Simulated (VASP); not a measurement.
Input of a VASP 6.6.1 run:

File INCAR:

```
ALGO = Normal
EDIFF = 1E-6
ENCUT = 520
GGA = PE
ISIF = 2
ISMEAR = 0
LASPH = T
LCHARG = T
LELF = T
LREAL = F
LVHAR = T
LWAVE = F
NBANDS = 26
NELM = 100
PREC = Accurate
SIGMA = 0.1
```

Contents of KPOINTS:

```
k-points
0
Gamma
  4 4 4
```

POSCAR

```
Hf3S
1.0
    4.2713983045      0.0000000000      0.0000000000
    0.0000000000      4.2713983045      0.0000000000
    0.0000000000      0.0000000000      4.2713983045
Hf S
3 1
Direct
    0.0000000000      0.5000000000      0.5000000000
    0.5000000000      0.0000000000      0.5000000000
    0.5000000000      0.5000000000      0.0000000000
    0.0000000000      0.0000000000      0.0000000000
```

Potentials or basis: VASP PAW PBE potentials, release 64 (Hf_pv, S).

Command:

```sh
$ cat potpaw_PBE.64/Hf_pv/POTCAR potpaw_PBE.64/S/POTCAR > POTCAR
$ mpirun -np 1 vasp_std > vasp.out
```

(1) What does it give for the band gap on the k mesh?

(2) What does it give for the pressure?

## Answers

(1) zero (band 18 reaches 7.20 eV, above the bottom of band 19 at 4.33 eV).

(2) -1.4 GPa.

Caveat: the k points lie up to 0.37 Å⁻¹ apart; spin-orbit coupling is left out, which moves the levels of the heavy elements.
